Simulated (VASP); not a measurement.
Crystal: AlH.

```
CELL_PARAMETERS angstrom
2.84015 0.00000 0.00000
-1.42008 2.45965 0.00000
0.00000 0.00000 4.75436
ATOMIC_POSITIONS crystal
Al 0.66667 0.33333 0.75000
Al 0.33333 0.66667 0.25000
H 0.00000 0.00000 0.00000
H 0.00000 0.00000 0.50000
```

```yaml
Program: VASP 6.6.1
Task: relaxation of cell and atoms
Functional: PBE
Potentials_or_basis: VASP PAW PBE potentials, release 64 (Al, H)
Cutoff: 600 eV
k_mesh: 6 × 6 × 4
Occupations: gaussian, width 0.1 eV
Spin: no spin polarisation
```

At the start: pressure 14.7 GPa; volume 8.30 Å³/atom.

How do energy, volume and symmetry change on relaxing?

Over 5 steps the energy falls by 62.9 meV/atom and the volume is 9.60 Å³/atom (+15.6 %); space group P6_3/mmc (No. 194, to 0.1 Å) before and after.

The path:
```csv
step,energy change (eV),largest force (eV/Å),pressure (GPa),volume (Å³)
1,0.0000,0.0000,14.73,33.21
2,-0.2348,0.0000,2.98,37.01
3,-0.2510,0.0000,-0.27,38.58
4,-0.2510,0.0000,-0.06,38.46
5,-0.2515,0.0000,0.10,38.39
```

Final structure:
```
Al H
1.0
     3.02996    0.00000    0.00000
    -1.51498    2.62402    0.00000
     0.00000    0.00000    4.82813
Al H
2 2
Direct
  0.66667 0.33333 0.75000
  0.33333 0.66667 0.25000
  0.00000 0.00000 0.00000
  0.00000 0.00000 0.50000
```

Caveat: the k points lie up to 0.40 Å⁻¹ apart in the final cell, too coarse for converged energies and pressures of a metal; the volume moved by over 15 % at a fixed basis, so the end points are rough.
